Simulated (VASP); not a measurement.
## CuSi16 (a cell with a defect): single point with PBE

System: CuSi16 (a cell with a defect).

```
CELL_PARAMETERS angstrom
0.00000 5.43000 5.43000
5.43000 0.00000 5.43000
5.43000 5.43000 0.00000
ATOMIC_POSITIONS crystal
Si 0.00180 0.99806 0.99004
Si 0.09920 0.13642 0.12886
Si 0.99017 0.00088 0.50923
Si 0.13045 0.12685 0.61571
Si 0.00232 0.51052 0.99024
Si 0.13499 0.62532 0.11551
Si 0.01458 0.49898 0.48914
Si 0.13073 0.62815 0.61595
Si 0.46990 0.99932 0.02954
Si 0.62745 0.12267 0.11610
Si 0.50238 0.99396 0.50764
Si 0.61470 0.11420 0.65785
Si 0.50806 0.50220 0.98727
Si 0.62814 0.63157 0.11755
Si 0.50299 0.49585 0.50744
Si 0.64329 0.62242 0.61250
Cu 0.69127 0.25867 0.28762
```

```
Program                : VASP 6.6.1
Task                   : single point
Functional             : PBE
Potentials or basis    : VASP PAW PBE potentials, release 64 (Si, Cu)
Cutoff                 : 520 eV
k mesh                 : 2 × 2 × 2
Occupations            : gaussian, width 0.05 eV
Spin                   : no spin polarisation
Dipole correction      : no
Charge                 : 1
Further INCAR settings : LREAL = Auto; ALGO = Normal; EDIFF = 1e-07; NBANDS = 52; NELECT = 74.0
```

```
Largest force : 0.055 eV/Å
```

Forces on the atoms (eV/Å):
```
Si   0.000  0.007 -0.003
Si  -0.023 -0.001  0.009
Si   0.005  0.019 -0.003
Si  -0.008  0.004 -0.009
Si   0.005  0.007  0.003
Si  -0.005  0.002  0.007
Si  -0.004  0.001 -0.005
Si   0.003  0.008  0.012
Si  -0.018 -0.014  0.016
Si   0.027  0.017 -0.044
Si  -0.030 -0.010  0.009
Si  -0.001  0.000 -0.030
Si  -0.006 -0.010  0.002
Si   0.027 -0.008 -0.010
Si   0.013  0.001  0.027
Si   0.006  0.000 -0.014
Cu   0.009 -0.022  0.033
```

Levels at points of the mesh, in eV from the Fermi level:
```
           k point  band 34  band 35  band 36  band 37  band 38  band 39  band 40  band 41
(0.00, 0.00, 0.00)    -0.93    -0.64    -0.21    -0.12     0.12     0.50     0.59     0.62
(0.50, 0.00, 0.00)    -0.90    -0.88    -0.71    -0.53     0.54     1.03     1.31     1.36
(0.00, 0.50, 0.00)    -0.92    -0.86    -0.83    -0.71     0.56     1.11     1.28     1.30
(0.00, 0.00, 0.50)    -0.95    -0.89    -0.79    -0.79     0.45     1.21     1.29     1.33
(0.50, 0.50, 0.50)    -0.92    -0.86    -0.83    -0.73     0.56     1.12     1.28     1.30
(0.50, 0.50, 0.00)    -1.54    -1.44    -1.41    -1.00     0.65     1.03     1.98     2.07
(0.00, 0.50, 0.50)    -1.54    -1.44    -1.42    -1.01     0.65     1.03     1.98     2.07
(0.50, 0.00, 0.50)    -1.50    -1.50    -1.41    -1.06     0.67     1.02     1.99     2.05
```

It took 3.5 min on 1 thread of Intel(R) Xeon(R) 6975P-C (Granite Rapids), with other jobs on the host, peak memory 0.5 GiB.

Caveat: the k points lie up to 0.50 Å⁻¹ apart; the cell carries a net charge on a neutralising background, which shifts energy and pressure; the cell is charged against a uniform background, so pressure and absolute levels hang on convention.
